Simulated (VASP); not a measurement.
**Hf: single point with PBE**

The system is Hf.

```
Hf
1.0
     0.00000    2.22000    2.22000
     2.22000    0.00000    2.22000
     2.22000    2.22000    0.00000
Hf
1
Direct
  0.00000 0.00000 0.00000
```

```yaml
Program: VASP 6.6.1
Task: single point
Functional: PBE
Potentials_or_basis: VASP PAW PBE potentials, release 64 (Hf_pv)
Cutoff: 520 eV
k_mesh: 13 × 13 × 13
Occupations: fermi-dirac, width 0.28 eV
Spin: no spin polarisation
Dipole_correction: no
Further_INCAR_settings: ALGO = Normal; EDIFF = 1e-07; NBANDS = 11
```

```json
{
  "Pressure": "4.1 GPa",
  "Band gap on the k mesh": "zero (band 5 reaches 6.32 eV, above the bottom of band 6 at 4.34 eV)"
}
```

Levels at points of the mesh, in eV from the Fermi level:
```
           k point  band 3  band 4  band 5  band 6  band 7  band 8
(0.00, 0.00, 0.00)  -29.91   -7.28    1.42    1.42    1.42    4.29
```

Wall time 9.5 s on 1 thread of AMD EPYC 9R45 96-Core Processor (Zen 5), on a shared host, peak memory 0.12 GiB.

Caveat: spin-orbit coupling is left out, which moves the levels of the heavy elements.
